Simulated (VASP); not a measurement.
Runs of VASP 6.6.1 on TiTe. The structure is that of space group P6_3/mmc (No. 194), or close to it. The cells are those of the table. 

```tsv
cell	gap on the mesh (eV)	pressure (GPa)
a = 3.842, b = 3.842, c = 6.659 Å, angles 90.0, 90.0, 120.0°, 4 atoms	none	-1.2
a = 3.842, b = 3.842, c = 6.531 Å, angles 90.0, 90.0, 120.0°, 4 atoms	none	1.0
a = 3.842, b = 3.842, c = 6.275 Å, angles 90.0, 90.0, 120.0°, 4 atoms	none	(a)
a = 3.842, b = 3.842, c = 6.147 Å, angles 90.0, 90.0, 120.0°, 4 atoms	none	9.2
```

Alike in all rows: task single point; level PBEsol; potentials or basis VASP PAW PBE potentials, release 64 (Te, Ti_sv); no spin polarisation; k mesh 8 × 8 × 4; cutoff (eV) 500; smearing fermi-dirac 0.05 eV.

Q: Estimate the missing entries.

A: (a) 6.2.

Caveats: the PAW data sets were made with another functional, which shifts forces and pressure a little; spin-orbit coupling is left out, which moves the levels of the heavy elements; the stress differs along the axes, from -1 to 5 GPa (at least some runs); the stress differs along the axes, from 4 to 10 GPa (at least some runs); the stress differs along the axes, from 7 to 14 GPa (at least some runs).

A k mesh can miss the band edges, and the runs leave out spin-orbit coupling on Te.

A gap of «none» marks levels without a gap at the run's occupations.
